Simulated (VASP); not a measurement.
## Cd: single point with r2SCAN

The system is Cd.

```
Cd
1.0
     1.62763    0.93972    2.38687
    -1.62763    0.93972    2.38687
     0.00000   -1.87943    2.38687
Cd
1
Direct
  0.00000 0.00000 0.00000
```

- Program: VASP 6.6.1
- Task: single point
- Functional: r2SCAN
- Potentials or basis: VASP PAW PBE potentials, release 64 (Cd)
- Cutoff: 520 eV
- k mesh: 18 × 18 × 18
- Occupations: gaussian, width 0.1 eV
- Spin: no spin polarisation

```
Pressure               : 0.3 GPa
Band gap on the k mesh : zero (band 6 reaches 4.60 eV, above the bottom of band 7 at 1.01 eV)
```

Stress tensor (GPa, compression positive):
```
0.30 0.00 0.00
0.00 0.30 0.00
0.00 0.00 0.39
```

Levels at points of the mesh, in eV from the Fermi level:
```csv
k point,band 4,band 5,band 6,band 7,band 8,band 9
"(0.00, 0.00, 0.00)",-9.08,-9.08,-9.05,13.77,14.46,14.46
"(0.50, 0.00, 0.00)",-8.88,-8.68,-2.56,-1.76,13.16,13.17
"(0.50, 0.50, 0.00)",-8.66,-8.56,-0.85,1.61,5.97,8.53
"(0.50, 0.50, 0.50)",-8.64,-8.64,-1.78,0.17,11.54,11.54
```

Wall time 17 min on 1 thread of AMD EPYC 7571 (shared host), peak memory 0.23 GiB.

Caveat: the PAW data sets were made with another functional, which shifts forces and pressure a little.
